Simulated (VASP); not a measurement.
Input of a VASP 6.6.1 run:

INCAR

```
SYSTEM = Y
PREC     = Accurate       ! precision mode
ENCUT    = 520            ! plane-wave cutoff, eV
EDIFF    = 1E-6           ! SCF threshold, eV
ISMEAR   = -1             ! smearing method
SIGMA    = 0.08           ! smearing width, eV
LREAL    = .False.        ! projectors in reciprocal space
LASPH    = .True.         ! aspherical terms in the spheres
NELM     = 100            ! most SCF steps
ALGO     = Normal         ! electronic algorithm
ISIF     = 2              ! what is computed and relaxed
LWAVE    = .False.        ! write WAVECAR
LCHARG   = .False.        ! write CHGCAR
GGA      = PE             ! functional
NBANDS   = 12             ! bands
```

KPOINTS

```
Automatic mesh
0
Gamma
  13 13 13
  0 0 0
```

The input POSCAR:

```
Y
1.0
   -1.9662861831      1.9662861831      1.9662861831
    1.9662861831     -1.9662861831      1.9662861831
    1.9662861831      1.9662861831     -1.9662861831
Y
1
Direct
    0.0000000000      0.0000000000      0.0000000000
```

Potentials or basis: VASP PAW PBE potentials, release 64 (Y_sv).

Run with:

```console
$ cat potpaw_PBE.64/Y_sv/POTCAR > POTCAR
$ mpirun -np 1 vasp_std > vasp.out
```

Problem. What does it give for the pressure?

Solution. 3.5 GPa.
